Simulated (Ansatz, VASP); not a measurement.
# Two plane-wave programs on AlSi16

```
Si Al
1.0
     0.00000    5.43000    5.43000
     5.43000    0.00000    5.43000
     5.43000    5.43000    0.00000
Si Al
16 1
Cartesian
  -0.0240 -0.0481 -0.0476
  1.3042 1.3227 1.3235
  2.6279 2.7278 -0.0873
  4.0331 4.0503 1.3180
  2.6280 -0.0880 2.7286
  4.0332 1.3175 4.0509
  5.4310 2.7154 2.7159
  6.7413 4.0255 4.0262
  -0.0173 2.6969 2.6976
  1.3267 4.0410 4.0416
  2.6675 5.3819 2.6909
  4.0387 6.7527 4.0190
  2.6676 2.6903 5.3825
  4.0386 4.0183 6.7534
  5.4438 5.3420 5.3428
  6.7660 6.7475 6.7481
  4.0253 6.7394 6.7402
```

Alike in both runs: functional PBE; k mesh 2 × 2 × 2; occupations fermi-dirac, width 0.05 eV; collinear spin.

Ansatz relaxed the structure, and its values are those at the end. VASP's run is a single point on that final structure, the one shown.

|  | VASP | Ansatz |
| --- | --- | --- |
| version | VASP 6.6.1 | Ansatz 0.2.0 |
| potentials or method | VASP PAW PBE potentials, release 64 (Si, Al), cutoff 520 eV | scalar-relativistic, plane waves, PAW |
| valence electrons in the cell | 67 | 67 |

|  | VASP | Ansatz | Ansatz less VASP |
| --- | --- | --- | --- |
| rms of the force components (eV/Å) | 0.005 | 0.005 | +0.0003 |
| net moment per atom (μB) | 0.00 | 0.00 | 0.000 |

The functional is the same, so the differences come from potentials, cutoffs and numerics. Ansatz's warnings: seeded moment not kept.

The k mesh is coarse, so the values compare programs but aren't converged.
